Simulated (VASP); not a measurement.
# CdTe (I-4m2) in VASP: further runs, part 2 of 2

VASP 6.6.1. The steps go on from the part before.

## 3. Single point, PBEsol (strain -0.0750 x Voigt [0, 1, 0, 0, 0, 0])

Contents of INCAR:

```
PREC = Accurate
ENCUT = 520
EDIFF = 1E-6
ISMEAR = 0
SIGMA = 0.05
LREAL = False
LASPH = True
NELM = 60
ALGO = Normal
ISIF = 2
LWAVE = False
LCHARG = False
GGA = PS
NBANDS = 16
```

Contents of KPOINTS:

```
Automatic mesh
0
Gamma
  8 8 8
```

Contents of POSCAR:

```
CdTe
1.0
    0.0000000000      3.0013211625      3.2446715270
    3.2446715270      0.0000000000      3.2446715270
    3.2446715270      3.0013211625      0.0000000000
Cd Te
1 1
Direct
    0.0000000000      0.0000000000      0.0000000000
    0.7500000000      0.7500000000      0.7500000000
```

Potentials or basis: VASP PAW PBE potentials, release 64 (Cd, Te).

Started as:

```sh
cat potpaw_PBE.64/Cd/POTCAR potpaw_PBE.64/Te/POTCAR > POTCAR
mpirun -np 1 vasp_std > vasp.out
```

OUTCAR:

```text
PREC = Accurate
   ENCUT = 520
   EDIFF = 1E-6
   ISMEAR = 0
   LREAL = False
   LASPH = True
   NELM = 60
   ISIF = 2
   GGA = PS

 ion  position               nearest neighbor table
   1  0.000  0.000  0.000-   2 2.74   2 2.74   2 2.74   2 2.74
   2  0.750  0.750  0.750-   1 2.74   1 2.74   1 2.74   1 2.74

  LATTYP: Found a body centered tetragonal cell.
 ALAT       =     4.5886584789
 C/A-ratio  =     1.3081475452

  Lattice vectors:

 A1 = (   0.0000000000,  -3.0013211625,   3.2446715270)
 A2 = (   0.0000000000,  -3.0013211625,  -3.2446715270)
 A3 = (   3.2446715270,   3.0013211625,   0.0000000000)

Analysis of symmetry for initial positions (statically):
=====================================================================
 Subroutine PRICEL returns:
 Original cell was already a primitive cell.

 Routine SETGRP: Setting up the symmetry group for a
 body centered tetragonal supercell.

 Subroutine GETGRP returns: Found  8 space group operations
 (whereof  8 operations were pure point group operations)
 out of a pool of 16 trial point group operations.

The static configuration has the point symmetry D_2d.

Analysis of symmetry for dynamics (positions and initial velocities):
=====================================================================
 Subroutine PRICEL returns:
 Original cell was already a primitive cell.

 Routine SETGRP: Setting up the symmetry group for a
 body centered tetragonal supercell.

 Subroutine GETGRP returns: Found  8 space group operations
 (whereof  8 operations were pure point group operations)
 out of a pool of 16 trial point group operations.

The dynamic configuration has the point symmetry D_2d.

 Subroutine INISYM returns: Found  8 space group operations
 (whereof  8 operations are pure point group operations),
 and found     1 'primitive' translations

----------------------------------------------------------------------------------------

                                     Primitive cell

[... 104 lines left out ...]
   EFERMI =   0.00;   METHOD = LEGACY
   ISMEAR =     0;   SIGMA  =   0.05  broadening in eV -4-tet -1-fermi 0-gaus
   EFERMI_NEDOS =   21; number of points for ismear=-14 and -15
   IALGO  =     38    algorithm
   IMIX   =      4    mixing-type and parameters
     AMIX     =   0.40;   BMIX     =  1.00
     AMIX_MAG =   1.60;   BMIX_MAG =  1.00
  volume/ion in A,a.u.               =      31.60       213.23
  Fermi-wavevector in a.u.,A,eV,Ry     =   1.077137  2.035494 15.785813  1.160225
  Thomas-Fermi vector in A             =   2.213041
   LORBIT       =      0    0 simple, 1 ext, 2 COOP (PROOUT), +10 PAW based schemes
   GGA     = PS    functional components
   LHFCALC =     F    Hartree Fock is set to
   AEXX    =    0.0000 exact exchange contribution
   IVDW    =     0    specifies the selected vdW correction
   LEPSILON=     F    determine dielectric tensor
   LRPA    =     F    only Hartree local field effects (RPA)
 non-spin polarized calculation
 Gauss-broadening in eV      SIGMA  =   0.05
  energy-cutoff  :      520.00
  volume of cell :       63.20
 maximum number of plane-waves:      1716
 NGX is ok and might be reduce to    36
   NGX = 17   NGY = 17   NGZ = 17

 number of electron      18.0000001 magnetization

 Free energy of the ion-electron system (eV)
  ---------------------------------------------------
  ext. energy  EPLUGINS =         0.00000000
  ---------------------------------------------------
  free energy    TOTEN  =        -5.41645186 eV

  energy without entropy =       -5.41645186  energy(sigma->0) =       -5.41645186

 E-fermi :   3.2624     XC(G=0):  -9.1199

 val. band max:        3.0632993660   @ k =   0.0000   0.0000   0.0000
 cond. band min:       3.7801204952   @ k =   0.0000   0.0000   0.0000
 fundamental gap:      0.7168211292
 Fermi energy:         3.2624476053

 k-point     1 :       0.0000    0.0000    0.0000
  band No.  band energies     occupation
      1      -8.7432      2.00000
      2      -5.6288      2.00000
      3      -5.6288      2.00000
      4      -5.6120      2.00000
      5      -5.3157      2.00000
      6      -5.2916      2.00000
[... 433 lines left out ...]
      3      -5.5459      2.00000
      4      -5.3576      2.00000
      5      -5.2881      2.00000
      6      -5.1229      2.00000
[... 8 lines left out ...]
     15      12.3423      0.00000
     16      12.9440      0.00000

 [... further k-points ...]
[... 5 lines left out ...]
  --------------------------------------------------------------------------------------
  -------------------------------------------------------------------------------------
  Total        1.4509501      1.7803670      1.4509501      0.0000000     -0.0000000      0.0000000
  in kB       36.7857072     45.1373634     36.7857072      0.0000000     -0.0000000      0.0000000
  external PRESSURE =      39.5695926 kB  Pullay stress =       0.0000000 kB

 VOLUME and BASIS-vectors are now :
 -----------------------------------------------------------------------------
  energy-cutoff  :      520.00
  volume of cell :       63.20
      direct lattice vectors                 reciprocal lattice vectors
     0.000000000  3.001321163  3.244671527    -0.154098803  0.166593301  0.154098803
     3.244671527  0.000000000  3.244671527     0.154098803 -0.166593301  0.154098803
     3.244671527  3.001321163  0.000000000     0.154098803  0.166593301 -0.154098803

 POSITION                                       TOTAL-FORCE (eV/Angst)
 -----------------------------------------------------------------------------------
      0.00000      0.00000      0.00000        -0.000000     -0.000000     -0.000000
      4.86701      4.50198      4.86701         0.000000      0.000000      0.000000
 -----------------------------------------------------------------------------------
    total drift:                                0.000000      0.000000      0.000000

  FREE ENERGIE OF THE ION-ELECTRON SYSTEM (eV)
  ---------------------------------------------------
  free  energy   TOTEN  =        -5.4164518593 eV

  energy  without entropy=       -5.4164518593  energy(sigma->0) =       -5.41645186
```

stdout:

```text
POSCAR found type information on POSCAR CdTe
 POSCAR found :  2 types and       2 ions
 scaLAPACK will be used
 -----------------------------------------------------------------------------
|                                                                             |
|                                                                             |
|     You enforced a specific xc type in the INCAR file but a different       |
|     I HOPE YOU KNOW WHAT YOU ARE DOING!                                     |
|                                                                             |
 -----------------------------------------------------------------------------

 LDA part: xc-table for (Slater+PW92), standard interpolation
 POSCAR, INCAR and KPOINTS ok, starting setup
 FFT: planning ... GRIDC
 FFT: planning ... GRID_SOFT
 FFT: planning ... GRID
 WAVECAR not read
 entering main loop
```

Wall time 28 s (1 thread of Intel Xeon 6975P-C (Granite Rapids), shared host); peak memory 0.23 GiB.

Results:

```
Free energy            : -5.4165 eV
Pressure               : 4.0 GPa
Band gap on the k mesh : 0.72 eV, direct
```

Stress tensor (GPa, compression positive):
```
3.68 0.00 0.00
0.00 4.51 0.00
0.00 0.00 3.68
```

Levels at points of the mesh, in eV from the valence-band top:
```tsv
k point	band 6	band 7	band 8	band 9	band 10	band 11	band 12	band 13
(0.00, 0.00, 0.00)	-8.35	-0.24	-0.24	0.00	0.72	4.37	4.37	4.37
(0.50, 0.00, 0.00)	-7.96	-5.06	-1.24	-0.85	1.59	4.70	5.28	6.85
(0.50, 0.50, 0.00)	-7.85	-5.00	-2.23	-2.09	2.28	2.63	8.73	8.84
(0.50, 0.00, 0.50)	-7.70	-4.58	-2.53	-2.53	1.97	2.00	9.28	9.28
```

Caveat: the cell differs from its parent crystal (strain -0.0750 x Voigt [0, 1, 0, 0, 0, 0]); the PAW data sets were made with another functional, which shifts forces and pressure a little; spin-orbit coupling is left out, which moves the levels of the heavy elements.
